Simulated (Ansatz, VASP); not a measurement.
**Two plane-wave programs on MoS2**

INCAR

```
PREC = Accurate
ENCUT = 520
EDIFF = 1E-6
ISMEAR = -1
SIGMA = 0.05
LREAL = False
LASPH = True
NELM = 60
ALGO = Normal
ISIF = 2
LWAVE = False
LCHARG = False
GGA = PS
NBANDS = 35
```

Contents of KPOINTS:

```
regular mesh
0
Gamma
  8 8 2
```

File POSCAR:

```
MoS2
1.0
    3.1690000000      0.0316900000      0.0000000000
   -1.5570556550      2.7285895046      0.0000000000
    0.0000000000      0.0000000000     12.3240000000
Mo S
2 4
Direct
    0.6666666667      0.3333333333      0.7500000000
    0.3333333333      0.6666666667      0.2500000000
    0.6666666667      0.3333333333      0.3770000000
    0.3333333333      0.6666666667      0.8770000000
    0.6666666667      0.3333333333      0.1230000000
    0.3333333333      0.6666666667      0.6230000000
```

Contents of input.yaml:

```yaml
crystal:
  lattice:
    - [3.169, 0.03169, 0.0]
    - [-1.557055655, 2.7285895046, 0.0]
    - [0.0, 0.0, 12.324]
  atoms:
    - { symbol: Mo, position: [0.6666666667, 0.3333333333, 0.75] }
    - { symbol: Mo, position: [0.3333333333, 0.6666666667, 0.25] }
    - { symbol: S, position: [0.6666666667, 0.3333333333, 0.377] }
    - { symbol: S, position: [0.3333333333, 0.6666666667, 0.877] }
    - { symbol: S, position: [0.6666666667, 0.3333333333, 0.123] }
    - { symbol: S, position: [0.3333333333, 0.6666666667, 0.623] }
hamiltonian:
  xc: pbesol
  pseudopotentials: { kind: paw }
kpoints:
  mp_grid: { grid: [8, 8, 2] }
  band_path:
    path:
      - [[0.0, 0.0, 0.0], [0.5, 0.0, 0.0], [0.6665333067, -0.3390418884, 0.0], [0.5, -0.5, 0.0], [0.5, -0.5, 0.5], [0.3334666933, -0.6609581116, 0.5], [0.0, -0.5, 0.5], [0.0, -0.5, 0.0], [0.3334666933, -0.6609581116, 0.0]]
      - [[0.6665333067, -0.3390418884, 0.5], [0.5, 0.0, 0.5], [0.0, 0.0, 0.5]]
      - [[0.5, 0.0, 0.0], [0.5, 0.0, 0.5]]
    npoints: 14
scf:
  occupations: { method: fermi_dirac, width: 0.05 }
  n_extra_bands: 15
output:
  forces: true
  stress: true
  eigenvalues: true
  fatbands: false
  write_density: true
  write_potential: true
  elf: true
  volumetric_format: npy
```

Alike in both runs: functional PBEsol; k mesh 8 × 8 × 2; occupations fermi-dirac, width 0.05 eV; no spin polarisation.

|  | VASP | Ansatz |
| --- | --- | --- |
| version | VASP 6.6.1 | Ansatz 0.2.0 |
| potentials or method | VASP PAW PBE potentials, release 64 (Mo_sv, S) | Ansatz PAW |
| plane-wave cutoff (eV) | 520 | 420 |
| valence electrons in the cell | 52 | 52 |
| task | single point | band structure |

|  | VASP | Ansatz | Ansatz less VASP |
| --- | --- | --- | --- |
| gap on the k mesh at the Fermi level (eV) | 0.94 | 0.93 | -0.016 |
| least direct gap on the mesh (eV) | 1.92 | 1.91 | -0.004 |
| pressure (GPa) | -2.9 | -2.9 | +0.02 |
| traceless stress, the component that is largest in VASP (GPa) | -1.76 | -1.76 | +0.002 |
| rms of the force components (eV/Å) | 0.154 | 0.155 | +0.0006 |

VASP's potentials were made for PBE, not for PBEsol. Atom by atom the forces differ by 0.001 eV/Å (rms over components).
